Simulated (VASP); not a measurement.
Here is a VASP 6.6.1 calculation.

The input POSCAR:

```
BN
1.0
    2.5028608097      0.0000000000      0.0000000000
   -1.2514304049      2.1675410433      0.0000000000
    0.0000000000      0.0000000000      4.2268550000
B N
2 2
Direct
    0.6666666667      0.3333333333      0.9997240000
    0.3333333333      0.6666666667      0.4997240000
    0.6666666667      0.3333333333      0.6252760000
    0.3333333333      0.6666666667      0.1252760000
```

File INCAR.step1:

```
  PREC = Accurate
  ENCUT = 910
  ISMEAR = 0
  SIGMA = 0.05
  LREAL = False
  LASPH = True
  NELM = 120
  NBANDS = 16
  GGA = PE
  ALGO = Normal
  EDIFF = 1E-5
  LWAVE = True
  LCHARG = False
  GGA_COMPAT = False
```

The input INCAR.step2:

```
  PREC = Accurate
  ENCUT = 910
  EDIFF = 1E-6
  ISMEAR = 0
  SIGMA = 0.05
  LREAL = False
  LASPH = True
  NELM = 120
  ALGO = Normal
  ISIF = 2
  LWAVE = False
  LCHARG = True
  METAGGA = R2SCAN
  LMIXTAU = True
  LELF = True
  LVHAR = True
  NBANDS = 16
  ISTART = 1
  GGA_COMPAT = False
```

The input KPOINTS:

```
Automatic mesh
0
Gamma
  12 12 6
```

Potentials or basis: VASP PAW PBE potentials, release 64 (B_h, N_h).

Command:

```console
$ cat potpaw_PBE.64/B_h/POTCAR potpaw_PBE.64/N_h/POTCAR > POTCAR
$ cp INCAR.step1 INCAR
$ mpirun -np 1 vasp_std > vasp.out
$ cp INCAR.step2 INCAR
$ mpirun -np 1 vasp_std > vasp.out
```

Problem. Predict the largest force.

Solution. 0.011 eV/Å.

Problem. Predict the band gap on the k mesh.

Solution. 5.60 eV, indirect (least direct gap 8.78 eV).

Problem. Predict the pressure.

Solution. 11.1 GPa.

Stress tensor (GPa, compression positive):
```
18.42  0.00  0.00
 0.00 18.42  0.00
 0.00  0.00 -3.56
```

Caveat: the cell differs from its parent crystal (strain -0.0200 x Voigt [1, 1, 0, 0, 0, 0]); the cutoff is under 1.25 times the usual one of these potentials, so pressure, stress and relaxed cells hold a basis-set (Pulay) error; the PAW data sets were made with another functional, which shifts forces and pressure a little. A k mesh can miss the band edges.
